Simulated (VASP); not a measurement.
# Ge (Cmmm) in VASP: notebook

Runs on Ge. Level: PBEsol. Tasks: single point.

Program: VASP 6.6.1. These are calculated values, not measurements. Logs are shortened: lines on timing, memory, paths and dates and some standing lists are left out, and cuts for length are marked.

## 1. The cell of the first run

It takes space group Cmmm (No. 65, orthorhombic). Conventional cell: a = 2.765 Å, b = 5.039 Å, c = 2.537 Å, α = 90.00°, β = 90.00°, γ = 90.00°. Ge (site symmetry mmm) has 8 Ge at 2.54 to 2.87 Å within 3.3 Å.

## 2. Single point, PBEsol (strain -0.0400 x Voigt [0, 0, 1, 0, 0, 0])

The input, INCAR:

```
ALGO = Normal
EDIFF = 1E-6
ENCUT = 520
GGA = PS
ISIF = 2
ISMEAR = 0
LASPH = T
LCHARG = F
LREAL = F
LWAVE = F
NBANDS = 13
NELM = 60
PREC = Accurate
SIGMA = 0.15
```

The input, KPOINTS:

```
k-points
0
Gamma
  24 24 22
```

The input, POSCAR:

```
Ge
1.0
    1.3826056148     -2.5195012414      0.0000000000
    1.3826056148      2.5195012414      0.0000000000
    0.0000000000      0.0000000000      2.5370186706
Ge
1
Direct
    0.5000000000      0.5000000000      0.0000000000
```

Potentials or basis: VASP PAW PBE potentials, release 64 (Ge_d).

Started as:

```
> cat potpaw_PBE.64/Ge_d/POTCAR > POTCAR
> mpirun -np 1 vasp_std > vasp.out
```

OUTCAR:

```text
EDIFF = 1E-6
   ENCUT = 520
   GGA = PS
   ISIF = 2
   ISMEAR = 0
   LASPH = T
   LREAL = F
   NELM = 60
   PREC = Accurate

 ion  position               nearest neighbor table
   1  0.500  0.500  0.000-

  LATTYP: Found a base centered orthorhombic cell.
 ALAT       =     2.7652112296
 B/A-ratio  =     1.8222848327
 C/A-ratio  =     0.9174773498

  Lattice vectors:

 A1 = (   1.3826056148,  -2.5195012414,   0.0000000000)
 A2 = (   1.3826056148,   2.5195012414,   0.0000000000)
 A3 = (   0.0000000000,   0.0000000000,   2.5370186706)

Analysis of symmetry for initial positions (statically):
=====================================================================
 Subroutine PRICEL returns:
 Original cell was already a primitive cell.

 Routine SETGRP: Setting up the symmetry group for a
 base centered orthorhombic supercell.

 Subroutine GETGRP returns: Found  8 space group operations
 (whereof  8 operations were pure point group operations)
 out of a pool of  8 trial point group operations.

The static configuration has the point symmetry D_2h.

Analysis of symmetry for dynamics (positions and initial velocities):
=====================================================================
 Subroutine PRICEL returns:
 Original cell was already a primitive cell.

 Routine SETGRP: Setting up the symmetry group for a
 base centered orthorhombic supercell.

 Subroutine GETGRP returns: Found  8 space group operations
 (whereof  8 operations were pure point group operations)
 out of a pool of  8 trial point group operations.

The dynamic configuration has the point symmetry D_2h.

 Subroutine INISYM returns: Found  8 space group operations
 (whereof  8 operations are pure point group operations),
 and found     1 'primitive' translations

----------------------------------------------------------------------------------------

                                     Primitive cell

  volume of cell :      17.6753

  direct lattice vectors                    reciprocal lattice vectors
     1.382605615 -2.519501241  0.000000000     0.361636026 -0.198451976  0.000000000
     1.382605615  2.519501241  0.000000000     0.361636026  0.198451976  0.000000000
     0.000000000  0.000000000  2.537018671     0.000000000  0.000000000  0.394163437

  length of vectors
     2.873931939  2.873931939  2.537018671     0.412509154  0.412509154  0.394163437

  position of ions in fractional coordinates (direct lattice)
     0.500000000  0.500000000  0.000000000

  ion indices of the primitive-cell ions
   primitive index   ion index
                 1           1

----------------------------------------------------------------------------------------

 KPOINTS: k-points

Automatic generation of k-mesh.
 Grid dimensions read from file:
 generate k-points for:   24   24   22

 Generating k-lattice:

  Cartesian coordinates                     Fractional coordinates (reciprocal lattice)
     0.015068168 -0.008268832  0.000000000     0.041666667  0.000000000  0.000000000
     0.015068168  0.008268832  0.000000000     0.000000000  0.041666667  0.000000000
     0.000000000  0.000000000  0.017916520     0.000000000  0.000000000  0.045454545

  Length of vectors
     0.017187881  0.017187881  0.017916520

  Shift w.r.t. Gamma in fractional coordinates (k-lattice)
     0.000000000  0.000000000  0.000000000

 Subroutine IBZKPT returns following result:
 ===========================================

 Found   1884 irreducible k-points:

 Following reciprocal coordinates:
            Coordinates               Weight
  0.000000  0.000000  0.000000      1.000000
  0.041667 -0.000000  0.000000      4.000000
  0.083333  0.000000  0.000000      4.000000
  0.125000  0.000000  0.000000      4.000000
  0.166667  0.000000  0.000000      4.000000
  0.208333 -0.000000  0.000000      4.000000
[... 16 lines left out ...]
  0.416667  0.041667  0.000000      4.000000
  0.458333  0.041667  0.000000      4.000000
 [... further k-points ...]
   k-points           NKPTS =   1884   k-points in BZ     NKDIM =   1884   number of bands    NBANDS=     13
   number of dos      NEDOS =    301   number of ions     NIONS =      1
   total plane-waves  NPLWV =  11520
   dimension x,y,z NGX =    24 NGY =   24 NGZ =   20
   dimension x,y,z NGXF=    48 NGYF=   48 NGZF=   40
   ions per type =               1
   NGX,Y,Z   is equivalent  to a cutoff of  13.88, 13.88, 13.11 a.u.
   NGXF,Y,Z  is equivalent  to a cutoff of  27.77, 27.77, 26.21 a.u.
 SYSTEM =  unknown system
   PREC   = accura    normal or accurate (medium, high low for compatibility)
   ISTART =      0    job   : 0-new  1-cont  2-samecut
   ICHARG =      2    charge: 1-file 2-atom 10-const
   ISPIN  =      1    spin polarized calculation?
   LNONCOLLINEAR =      F non collinear calculations
   LSORBIT =      F    spin-orbit coupling
   LASPH  =      T    aspherical Exc in radial PAW
   ENCUT  =  520.0 eV  38.22 Ry    6.18 a.u.   5.34  5.34  4.72*2*pi/ulx,y,z
   NELM   =     60;   NELMIN=  2; NELMDL= -5     # of ELM steps
   EDIFF  = 0.1E-05   stopping-criterion for ELM
   LREAL  =      F    real-space projection
   EDIFFG = 0.1E-04   stopping-criterion for IOM
   NSW    =      0    number of steps for IOM
   IBRION =     -1    ionic relax: 0-MD 1-quasi-New 2-CG
   NFREE  =      0    steps in history (QN), initial steepest desc. (CG)
   ISIF   =      2    stress and relaxation
   ISYM   =      2    0-nonsym 1-usesym 2-fastsym
   POTIM  = 0.5000    time-step for ionic-motion
   TEBEG  =    0.0;   TEEND  =   0.0 temperature during run
   PSTRESS=    0.0 pullay stress
   NELECT =      14.0000    total number of electrons
   NUPDOWN=      -1.0000    fix difference up-down
   EMIN   =  10.00;   EMAX   =-10.00  energy-range for DOS
   EFERMI =   0.00;   METHOD = LEGACY
   ISMEAR =     0;   SIGMA  =   0.15  broadening in eV -4-tet -1-fermi 0-gaus
   EFERMI_NEDOS =   21; number of points for ismear=-14 and -15
   IALGO  =     38    algorithm
   IMIX   =      4    mixing-type and parameters
     AMIX     =   0.40;   BMIX     =  1.00
     AMIX_MAG =   1.60;   BMIX_MAG =  1.00
  volume/ion in A,a.u.               =      17.68       119.28
  Fermi-wavevector in a.u.,A,eV,Ry     =   1.514707  2.862381 31.216358  2.294338
  Thomas-Fermi vector in A             =   2.624329
   LORBIT       =      0    0 simple, 1 ext, 2 COOP (PROOUT), +10 PAW based schemes
   GGA     = PS    functional components
   LHFCALC =     F    Hartree Fock is set to
   AEXX    =    0.0000 exact exchange contribution
   IVDW    =     0    specifies the selected vdW correction
   LEPSILON=     F    determine dielectric tensor
   LRPA    =     F    only Hartree local field effects (RPA)
 non-spin polarized calculation
 Gauss-broadening in eV      SIGMA  =   0.15
  energy-cutoff  :      520.00
  volume of cell :       17.68
 maximum number of plane-waves:       493
 NGX is ok and might be reduce to    24
   NGX = 11   NGY = 11   NGZ =  9

 number of electron      13.9999991 magnetization

 Free energy of the ion-electron system (eV)
  ---------------------------------------------------
  ext. energy  EPLUGINS =         0.00000000
  ---------------------------------------------------
  free energy    TOTEN  =        -4.73146889 eV

  energy without entropy =       -4.72710864  energy(sigma->0) =       -4.72928876

 E-fermi :   7.2427     XC(G=0): -11.7128

 val. band max:        7.2322571224   @ k =   0.4583   0.2083   0.4545
 cond. band min:       7.2522285114   @ k =   0.3750   0.2917   0.4091
 fundamental gap:      0.0199713889
 Fermi energy:         7.2426814915

 k-point     1 :       0.0000    0.0000    0.0000
  band No.  band energies     occupation
      1     -17.5875      2.00000
      2     -17.4460      2.00000
      3     -17.4026      2.00000
      4     -17.2511      2.00000
      5     -17.2383      2.00000
      6      -6.5395      2.00000
      7      14.7372      0.00000
      8      15.6137      0.00000
      9      15.8192      0.00000
     10      18.4105      0.00000
     11      20.4105      0.00000
     12      22.0358      0.00000
     13      22.5504      0.00000

 k-point     2 :       0.0417   -0.0000    0.0000
  band No.  band energies     occupation
      1     -17.5862      2.00000
      2     -17.4439      2.00000
      3     -17.4028      2.00000
      4     -17.2515      2.00000
      5     -17.2392      2.00000
      6      -6.4957      2.00000
      7      14.5238      0.00000
      8      15.3611      0.00000
      9      15.6572      0.00000
     10      18.6140      0.00000
     11      20.4106      0.00000
     12      21.2171      0.00000
     13      23.0979      0.00000

 k-point     3 :       0.0833    0.0000    0.0000
  band No.  band energies     occupation
      1     -17.5825      2.00000
      2     -17.4381      2.00000
      3     -17.4028      2.00000
      4     -17.2526      2.00000
      5     -17.2418      2.00000
      6      -6.3642      2.00000
      7      13.7803      0.00000
      8      14.5271      0.00000
      9      15.7873      0.00000
     10      18.7799      0.00000
     11      19.8971      0.00000
     12      21.5097      0.00000
     13      23.7385      0.00000
[... 305 lines left out ...]
 k-point    23 :       0.4167    0.0417    0.0000
  band No.  band energies     occupation
      1     -17.5408      2.00000
      2     -17.4293      2.00000
      3     -17.2975      2.00000
      4     -17.2853      2.00000
      5     -17.2625      2.00000
      6      -1.8520      2.00000
      7       2.1001      2.00000
      8      10.3592      0.00000
      9      15.2520      0.00000
     10      19.5025      0.00000
     11      24.2710      0.00000
     12      26.4557      0.00000
     13      26.9426      0.00000

 k-point    24 :       0.4583    0.0417    0.0000
  band No.  band energies     occupation
      1     -17.5406      2.00000
      2     -17.4285      2.00000
      3     -17.2991      2.00000
      4     -17.2808      2.00000
      5     -17.2631      2.00000
      6      -1.2660      2.00000
      7       1.3543      2.00000
      8      10.2219      0.00000
      9      15.2200      0.00000
     10      19.7701      0.00000
     11      25.0978      0.00000
     12      26.0350      0.00000
     13      26.0442      0.00000

 [... further k-points ...]

------------------------ aborting loop because EDIFF is reached ----------------------------------------

  FORCE on cell =-STRESS in cart. coord.  units (eV):
  Direction    XX          YY          ZZ          XY          YZ          ZX
  --------------------------------------------------------------------------------------
  -------------------------------------------------------------------------------------
  Total        0.2054996     -0.0866984      1.0535029      0.0000000      0.0000000      0.0000000
  in kB       18.6275160     -7.8587842     95.4948107      0.0000000      0.0000000      0.0000000
  external PRESSURE =      35.4211808 kB  Pullay stress =       0.0000000 kB

 VOLUME and BASIS-vectors are now :
 -----------------------------------------------------------------------------
  energy-cutoff  :      520.00
  volume of cell :       17.68
      direct lattice vectors                 reciprocal lattice vectors
     1.382605615 -2.519501241  0.000000000     0.361636026 -0.198451976  0.000000000
     1.382605615  2.519501241  0.000000000     0.361636026  0.198451976  0.000000000
     0.000000000  0.000000000  2.537018671     0.000000000  0.000000000  0.394163437

 POSITION                                       TOTAL-FORCE (eV/Angst)
 -----------------------------------------------------------------------------------
      1.38261      0.00000      0.00000         0.000000     -0.000000      0.000000
 -----------------------------------------------------------------------------------
    total drift:                               -0.000000     -0.000000     -0.000000

  FREE ENERGIE OF THE ION-ELECTRON SYSTEM (eV)
  ---------------------------------------------------
  free  energy   TOTEN  =        -4.7314688892 eV

  energy  without entropy=       -4.7271086357  energy(sigma->0) =       -4.72928876
```

Wall time 2.6 min (1 thread of Intel Xeon Platinum 8259CL at 2.50GHz (Skylake/Cascade Lake), shared host); peak memory 0.48 GiB.

Results:

| Property | Result |
| --- | --- |
| Free energy | -4.7315 eV |
| Pressure | 3.5 GPa |
| Band gap on the k mesh | zero (bands 7 and 8 overlap by 11.33 eV) |

Caveat: the cell differs from its parent crystal (strain -0.0400 x Voigt [0, 0, 1, 0, 0, 0]); the stress differs along the axes, from -1 to 10 GPa; the PAW data sets were made with another functional, which shifts forces and pressure a little.

## 3. Single point, PBEsol (strain -0.0300 x Voigt [0, 0, 1, 0, 0, 0])

The input, INCAR:

```
SYSTEM = Ge
PREC = Accurate ; ENCUT = 520
EDIFF = 1E-6 ; ISMEAR = 0
SIGMA = 0.15 ; LREAL = .FALSE.
LASPH = .TRUE. ; NELM = 60
ALGO = Normal ; ISIF = 2
LWAVE = .FALSE. ; LCHARG = .TRUE.
GGA = PS ; LELF = .TRUE.
LVHAR = .TRUE. ; NBANDS = 13
```

The input, KPOINTS:

```
Automatic mesh
0
G
  24 24 22
  0 0 0
```

POSCAR: that of step 2 with these lines changed.

```diff
@@ -4,3 +4,3 @@
     1.3826056148      2.5195012414      0.0000000000
-    0.0000000000      0.0000000000      2.5370186706
+    0.0000000000      0.0000000000      2.5634459484
 Ge
```

Potentials or basis: VASP PAW PBE potentials, release 64 (Ge_d).

Started as:

```
> cat potpaw_PBE.64/Ge_d/POTCAR > POTCAR
> mpirun -np 1 vasp_std > vasp.out
```

Run time: 2.6 min. Hardware: 1 thread of Intel Xeon Platinum 8259CL at 2.50GHz (Skylake/Cascade Lake), shared host; peak memory 0.48 GiB.

Results (log left out):

- Free energy: -4.7411 eV
- Pressure: 2.5 GPa
- Band gap on the k mesh: zero (bands 7 and 8 overlap by 11.34 eV)

Stress tensor (GPa, compression positive):
```
 1.70  0.00  0.00
 0.00 -0.98  0.00
 0.00  0.00  6.75
```

Levels at points of the mesh, in eV from the Fermi level:
| k point | band 5 | band 6 | band 7 | band 8 | band 9 | band 10 |
| --- | --- | --- | --- | --- | --- | --- |
| (0.00, 0.00, 0.00) | -24.48 | -13.69 | 7.59 | 8.00 | 8.67 | 11.01 |
| (0.50, 0.00, 0.00) | -24.50 | -8.34 | -5.95 | 3.49 | 7.55 | 12.16 |
| (0.50, 0.50, 0.00) | -24.49 | -8.99 | -6.12 | 4.81 | 8.80 | 11.65 |
| (0.00, 0.00, 0.50) | -24.51 | -9.08 | -6.33 | 11.14 | 12.24 | 16.51 |
| (0.50, 0.00, 0.50) | -24.38 | -3.24 | -2.26 | -2.12 | 3.40 | 7.03 |
| (0.50, 0.50, 0.50) | -24.40 | -3.97 | -2.59 | -2.39 | 3.11 | 8.37 |

Caveat: the cell differs from its parent crystal (strain -0.0300 x Voigt [0, 0, 1, 0, 0, 0]); the stress differs along the axes, from -1 to 7 GPa; the PAW data sets were made with another functional, which shifts forces and pressure a little.

## 4. Single point, PBEsol (strain -0.0200 x Voigt [0, 0, 1, 0, 0, 0])

The input, INCAR:

```
SYSTEM = Ge
  PREC = Accurate
  ENCUT = 520
  EDIFF = 1E-6
  ISMEAR = 0
  SIGMA = 0.15
  LREAL = .False.
  LASPH = .True.
  NELM = 80
  ALGO = Normal
  ISIF = 2
  LWAVE = .False.
  LCHARG = .False.
  GGA = PS
  NBANDS = 13
```

The input, KPOINTS:

```
Automatic mesh
0
Gamma
  24 24 22
  0 0 0
```

POSCAR: that of step 3 with these lines changed.

```diff
@@ -4,3 +4,3 @@
     1.3826056148      2.5195012414      0.0000000000
-    0.0000000000      0.0000000000      2.5634459484
+    0.0000000000      0.0000000000      2.5898732263
 Ge
```

Started as:

```
> cat potpaw_PBE.64/Ge_d/POTCAR > POTCAR
> mpirun -np 1 vasp_std > vasp.out
```

It took 2.5 min on 1 thread of Intel Xeon Platinum 8259CL at 2.50GHz (Skylake/Cascade Lake), shared host; peak memory 0.49 GiB.

Results (log left out):

```yaml
Free_energy: -4.7477 eV
Pressure: 1.5 GPa
Band_gap_on_the_k_mesh: zero (bands 7 and 8 overlap by 11.32 eV)
```

Stress tensor (GPa, compression positive):
```
 1.57  0.00  0.00
 0.00 -1.09  0.00
 0.00  0.00  4.14
```

Levels at points of the mesh, in eV from the Fermi level:
| k point | band 5 | band 6 | band 7 | band 8 | band 9 | band 10 |
| --- | --- | --- | --- | --- | --- | --- |
| (0.00, 0.00, 0.00) | -24.47 | -13.60 | 7.64 | 7.68 | 8.76 | 10.83 |
| (0.50, 0.00, 0.00) | -24.50 | -8.24 | -5.88 | 3.57 | 7.62 | 11.80 |
| (0.50, 0.50, 0.00) | -24.49 | -8.89 | -6.05 | 4.90 | 8.87 | 11.29 |
| (0.00, 0.00, 0.50) | -24.51 | -9.17 | -6.27 | 11.07 | 12.17 | 16.58 |
| (0.50, 0.00, 0.50) | -24.38 | -3.34 | -2.33 | -2.02 | 3.40 | 6.97 |
| (0.50, 0.50, 0.50) | -24.40 | -4.07 | -2.50 | -2.46 | 3.12 | 8.31 |

Caveat: the cell differs from its parent crystal (strain -0.0200 x Voigt [0, 0, 1, 0, 0, 0]); the stress differs along the axes, from -1 to 4 GPa; the PAW data sets were made with another functional, which shifts forces and pressure a little.

## 5. Single point, PBEsol (strain +0.0100 x Voigt [0, 0, 1, 0, 0, 0])

The input, INCAR:

```
PREC = Accurate
ENCUT = 520
EDIFF = 1E-6
ISMEAR = 0
SIGMA = 0.15
LREAL = F
LASPH = T
NELM = 100
ALGO = Normal
ISIF = 2
LWAVE = F
LCHARG = F
GGA = PS
NBANDS = 13
```

The input, KPOINTS:

```
Automatic mesh
0
Gamma
  24 24 22
```

POSCAR: that of step 4 with these lines changed.

```diff
@@ -4,3 +4,3 @@
     1.3826056148      2.5195012414      0.0000000000
-    0.0000000000      0.0000000000      2.5898732263
+    0.0000000000      0.0000000000      2.6691550597
 Ge
```

Started as:

```
> cat potpaw_PBE.64/Ge_d/POTCAR > POTCAR
> mpirun -np 1 vasp_std > vasp.out
```

Run time: 2.5 min. Hardware: 1 thread of Intel Xeon Platinum 8259CL at 2.50GHz (Skylake/Cascade Lake), shared host; peak memory 0.49 GiB.

Results (log left out):

```yaml
Free_energy: -4.7508 eV
Pressure: -0.8 GPa
Band_gap_on_the_k_mesh: zero (bands 7 and 8 overlap by 10.29 eV)
```

Stress tensor (GPa, compression positive):
```
 1.23  0.00  0.00
 0.00 -1.18  0.00
 0.00  0.00 -2.40
```

Levels at points of the mesh, in eV from the Fermi level:
```
           k point  band 5  band 6  band 7  band 8  band 9  band 10
(0.00, 0.00, 0.00)  -24.46  -13.33    6.65    7.93    9.03    10.22
(0.50, 0.00, 0.00)  -24.48   -7.95   -5.66    3.81    7.84    10.81
(0.50, 0.50, 0.00)  -24.47   -8.59   -5.83    5.14    9.09    10.31
(0.00, 0.00, 0.50)  -24.50   -9.41   -6.06   10.90   12.00    16.79
(0.50, 0.00, 0.50)  -24.38   -3.61   -2.51   -1.74    3.45     6.79
(0.50, 0.50, 0.50)  -24.39   -4.34   -2.64   -2.22    3.16     8.14
```

Caveat: the cell differs from its parent crystal (strain +0.0100 x Voigt [0, 0, 1, 0, 0, 0]); the PAW data sets were made with another functional, which shifts forces and pressure a little.

## 6. The runs side by side

```tsv
cell	gap on the mesh (eV)	pressure (GPa)
a = 2.874, b = 2.874, c = 2.537 Å, angles 90.0, 90.0, 122.5°, 1 atom	none	3.5
a = 2.874, b = 2.874, c = 2.563 Å, angles 90.0, 90.0, 122.5°, 1 atom	none	2.5
a = 2.874, b = 2.874, c = 2.590 Å, angles 90.0, 90.0, 122.5°, 1 atom	none	1.5
a = 2.874, b = 2.874, c = 2.669 Å, angles 90.0, 90.0, 122.5°, 1 atom	none	-0.8
```

Alike in all rows: task single point; level PBEsol; potentials or basis VASP PAW PBE potentials, release 64 (Ge_d); no spin polarisation; k mesh 24 × 24 × 22; cutoff (eV) 520; smearing gaussian 0.15 eV.

Caveats: the PAW data sets were made with another functional, which shifts forces and pressure a little; the stress differs along the axes, from -1 to 10 GPa (at least some runs); the stress differs along the axes, from -1 to 7 GPa (at least some runs); the stress differs along the axes, from -1 to 4 GPa (at least some runs).

Total energies depend on the potentials used, so only differences within one code and one set of settings carry meaning.
